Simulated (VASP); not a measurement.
The system is AgI.

```
Ag I
1.0
     4.59000    0.00000    0.00000
    -2.29500    3.97506    0.00000
     0.00000    0.00000    7.52000
Ag I
2 2
Direct
  0.66667 0.33333 0.63000
  0.33333 0.66667 0.13000
  0.66667 0.33333 0.00000
  0.33333 0.66667 0.50000
```

- Program: VASP 6.6.1
- Task: relaxation of cell and atoms
- Functional: PBE
- Potentials or basis: VASP PAW PBE potentials, release 64 (Ag, I)
- Cutoff: 500 eV
- k mesh: 6 × 6 × 4
- Occupations: gaussian, width 0.01 eV
- Spin: no spin polarisation

At the start: pressure 1.8 GPa; volume 34.30 Å³/atom.

**Question.** How do energy, volume and symmetry change on relaxing?

**Answer.** Over 13 steps the energy falls by 11.3 meV/atom and the volume is 36.37 Å³/atom (+6.0 %); space group P6_3mc (No. 186, to 0.1 Å) before and after.

The path:
| step | energy change (eV) | largest force (eV/Å) | pressure (GPa) | volume (Å³) |
| --- | --- | --- | --- | --- |
| 1 | 0.0000 | 0.0808 | 1.76 | 137.21 |
| 2 | -0.0443 | 0.0243 | 0.12 | 144.83 |
| 3 | -0.0445 | 0.0206 | -0.03 | 145.59 |
| 4 | -0.0445 | 0.0214 | 0.01 | 145.42 |
| 5 | -0.0446 | 0.0185 | 0.01 | 145.41 |
| 6 | -0.0448 | 0.0099 | 0.01 | 145.36 |
| 7 | -0.0449 | 0.0067 | 0.03 | 145.27 |
| 8 | -0.0450 | 0.0062 | 0.03 | 145.33 |
| 9 | -0.0451 | 0.0051 | 0.00 | 145.48 |
| 10 | -0.0451 | 0.0029 | -0.06 | 145.80 |
| 11 | -0.0451 | 0.0042 | -0.02 | 145.60 |
| 12 | -0.0452 | 0.0025 | 0.00 | 145.52 |
| 13 | -0.0452 | 0.0020 | 0.00 | 145.48 |

Final structure:
```cif
data_structure
_symmetry_space_group_name_H-M 'P 1'
_symmetry_Int_Tables_number 1
_cell_length_a 4.6835
_cell_length_b 4.6835
_cell_length_c 7.6584
_cell_angle_alpha 90.000
_cell_angle_beta 90.000
_cell_angle_gamma 120.000
_cell_volume 145.48
loop_
_atom_site_label
_atom_site_type_symbol
_atom_site_fract_x
_atom_site_fract_y
_atom_site_fract_z
_atom_site_occupancy
Ag1 Ag 0.66667 0.33333 0.62748 1
Ag2 Ag 0.33333 0.66667 0.12748 1
I1 I 0.66667 0.33333 0.00252 1
I2 I 0.33333 0.66667 0.50252 1
```
